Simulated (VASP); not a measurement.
Here is a VASP 6.6.1 calculation.

The input INCAR:

```
SYSTEM = Al3O2
PREC = Accurate ; ENCUT = 520
EDIFF = 1E-6 ; ISMEAR = 0
SIGMA = 0.1 ; LREAL = .False.
LASPH = .True. ; NELM = 80
ALGO = Normal ; ISIF = 2
LWAVE = .False. ; LCHARG = .True.
GGA = PE ; LELF = .True.
LVHAR = .True. ; NBANDS = 18
```

File KPOINTS:

```
regular mesh
0
Gamma
  12 12 12
  0 0 0
```

Contents of POSCAR:

```
Al3O2
1.0
    2.9610006690      1.7095345333      2.3957890482
   -2.9610006690      1.7095345333      2.3957890482
    0.0000000000     -3.4190690666      2.3957890482
Al O
3 2
Direct
    0.0000000000      0.0000000000      0.5000000000
    0.5000000000      0.0000000000      0.0000000000
    0.0000000000      0.5000000000      0.0000000000
    0.7272495101      0.7272495101      0.7272495101
    0.2727504899      0.2727504899      0.2727504899
```

Potentials or basis: VASP PAW PBE potentials, release 64 (Al, O).

Run with:

```console
$ cat potpaw_PBE.64/Al/POTCAR potpaw_PBE.64/O/POTCAR > POTCAR
$ mpirun -np 1 vasp_std > vasp.out
```

(1) Estimate the largest force.

(2) What does it give for the band gap on the k mesh?

(3) Predict the pressure.

## Answers

(1) 0.007 eV/Å.

(2) zero (an odd number of electrons rules out a gap without spin polarisation).

(3) 0.0 GPa.

Caveat: an odd number of electrons without spin polarisation forces a metal; a magnetic or distorted state may lie lower.
